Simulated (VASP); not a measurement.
# Pt (I4/mmm) in VASP: a series of runs, part 2 of 2

VASP 6.6.1.

**3. Single point, PBE**

Input file INCAR:

```
SYSTEM = Pt
PREC = Accurate
ENCUT = 520
EDIFF = 1E-6
ISMEAR = 0
SIGMA = 0.1
LREAL = .False.
LASPH = .True.
NELM = 80
ALGO = Fast
ISIF = 2
LWAVE = .False.
LCHARG = .False.
GGA = PE
NBANDS = 17
```

Input file KPOINTS:

```
regular mesh
0
Gamma
  9 9 18
  0 0 0
```

Input file POSCAR:

```
Pt
1.0
    3.9368363007      0.0000000000      0.0000000001
    0.0000000000      3.9368363007      0.0000000000
   -1.9684181504      0.0000000000      1.9175460233
Pt
2
Direct
    0.0000000000      0.0000000000      0.0000000000
    0.5000000000      0.5000000000      0.0000000000
```

Potentials or basis: VASP PAW PBE potentials, release 64 (Pt).

Command:

```sh
$ cat potpaw_PBE.64/Pt/POTCAR > POTCAR
$ mpirun -np 1 vasp_std > vasp.out
```

OUTCAR:

```text
SYSTEM = Pt
   PREC = Accurate
   ENCUT = 520
   EDIFF = 1E-6
   ISMEAR = 0
   LREAL = .False.
   LASPH = .True.
   NELM = 80
   ISIF = 2
   GGA = PE

 ion  position               nearest neighbor table
   1  0.000  0.000  0.000-   2 2.75   2 2.75   2 2.75   2 2.75   2 2.78   2 2.78   2 2.78   2 2.78

   2  0.500  0.500  0.000-   1 2.75   1 2.75   1 2.75   1 2.75   1 2.78   1 2.78   1 2.78   1 2.78

  LATTYP: Found a base centered orthorhombic cell.
 ALAT       =     3.8350920467
 B/A-ratio  =     1.0265298076
 C/A-ratio  =     1.0265298076

  Lattice vectors:

 A1 = (  -1.9684181504,   0.0000000000,   1.9175460233)
 A2 = (   1.9684181503,   0.0000000000,   1.9175460234)
 A3 = (   0.0000000000,   3.9368363007,   0.0000000000)

Analysis of symmetry for initial positions (statically):
=====================================================================
 Subroutine PRICEL returns following result:

  LATTYP: Found a body centered tetragonal cell.
 ALAT       =     2.7837636446
 C/A-ratio  =     1.3776643912

[... 184 lines left out ...]
  free energy    TOTEN  =       -12.13733325 eV

  energy without entropy =      -12.11945209  energy(sigma->0) =      -12.12839267

 E-fermi :  11.5487     XC(G=0): -13.5798

 val. band max:       11.5452806155   @ k =   0.4444   0.4444   0.0000
 cond. band min:      11.5496093073   @ k =   0.1111   0.3333   0.0000
 fundamental gap:      0.0043286918
 Fermi energy:        11.5486770970

 k-point     1 :       0.0000    0.0000    0.0000
  band No.  band energies     occupation
      1       1.1679      2.00000
      2       4.2939      2.00000
      3       4.7822      2.00000
      4       7.5746      2.00000
      5       7.5746      2.00000
      6       7.8764      2.00000
[... 457 lines left out ...]
      4       7.5700      2.00000
      5       7.9942      2.00000
      6       8.1334      2.00000
[... 9 lines left out ...]
     16      26.6644      0.00000
     17      30.0753      0.00000

 [... further k-points ...]

------------------------ aborting loop because EDIFF is reached ----------------------------------------

  FORCE on cell =-STRESS in cart. coord.  units (eV):
  Direction    XX          YY          ZZ          XY          YZ          ZX
  --------------------------------------------------------------------------------------
  -------------------------------------------------------------------------------------
  Total        2.4323187      2.4322434      3.0029788      0.0000000      0.0000000     -0.0000000
  in kB      131.1265260    131.1224681    161.8908627      0.0000000      0.0000000     -0.0000000
  external PRESSURE =     141.3799523 kB  Pullay stress =       0.0000000 kB

 VOLUME and BASIS-vectors are now :
 -----------------------------------------------------------------------------
  energy-cutoff  :      520.00
  volume of cell :       29.72
      direct lattice vectors                 reciprocal lattice vectors
     3.936836301  0.000000000  0.000000000     0.254011070  0.000000000  0.260749935
     0.000000000  3.936836301  0.000000000     0.000000000  0.254011070  0.000000000
    -1.968418150  0.000000000  1.917546023    -0.000000000  0.000000000  0.521499869

 POSITION                                       TOTAL-FORCE (eV/Angst)
 -----------------------------------------------------------------------------------
      0.00000      0.00000      0.00000        -0.000000     -0.000000     -0.000000
      1.96842      1.96842      0.00000         0.000000      0.000000      0.000000
 -----------------------------------------------------------------------------------
    total drift:                                0.000000      0.000000     -0.000000

  FREE ENERGIE OF THE ION-ELECTRON SYSTEM (eV)
  ---------------------------------------------------
  free  energy   TOTEN  =       -12.1373332502 eV

  energy  without entropy=      -12.1194520931  energy(sigma->0) =      -12.12839267
```

OSZICAR:

```text
N       E                     dE             d eps       ncg     rms          rms(c)
DAV:   1     0.104626860363E+03    0.10463E+03   -0.10349E+04  8636   0.112E+03
DAV:   2    -0.109598563065E+02   -0.11559E+03   -0.11001E+03  9152   0.248E+02
DAV:   3    -0.128778214690E+02   -0.19180E+01   -0.18948E+01 10376   0.320E+01
DAV:   4    -0.128876897085E+02   -0.98682E-02   -0.98670E-02 10121   0.245E+00
DAV:   5    -0.128877845267E+02   -0.94818E-04   -0.94816E-04 10415   0.244E-01    0.191E+01
RMM:   6    -0.122250404832E+02    0.66274E+00   -0.88600E-01  8517   0.715E+00    0.102E+01
RMM:   7    -0.121458498862E+02    0.79191E-01   -0.25617E-01  8762   0.392E+00    0.303E+00
RMM:   8    -0.121382417099E+02    0.76082E-02   -0.39685E-02  8861   0.153E+00    0.102E+00
RMM:   9    -0.121372902220E+02    0.95149E-03   -0.25725E-03  9433   0.384E-01    0.636E-02
RMM:  10    -0.121373278709E+02   -0.37649E-04   -0.36153E-04  9424   0.123E-01    0.678E-02
RMM:  11    -0.121373355617E+02   -0.76908E-05   -0.46154E-05  9538   0.462E-02    0.993E-02
RMM:  12    -0.121373325043E+02    0.30574E-05   -0.24717E-05  9366   0.355E-02    0.132E-02
RMM:  13    -0.121373332502E+02   -0.74593E-06   -0.38782E-06  7669   0.119E-02
   1 F= -.12137333E+02 E0= -.12128393E+02  d E =-.178812E-01
```

stdout:

```text
POSCAR found type information on POSCAR Pt
 POSCAR found :  1 types and       2 ions
 scaLAPACK will be used
 LDA part: xc-table for (Slater+PW92), standard interpolation
 POSCAR, INCAR and KPOINTS ok, starting setup
 FFT: planning ... GRIDC
 FFT: planning ... GRID_SOFT
 FFT: planning ... GRID
 WAVECAR not read
 entering main loop
```

Run time: 1.7 min. Hardware: 1 thread of Intel Xeon Platinum 8259CL at 2.50GHz (Skylake/Cascade Lake), shared host; peak memory 0.23 GiB.

Results:

```
Free energy            : -12.1373 eV
Pressure               : 14.1 GPa
Band gap on the k mesh : zero (bands 10 and 11 overlap by 1.65 eV)
```

Caveat: the cell stands under pressure; spin-orbit coupling is left out, which moves the levels of the heavy elements.
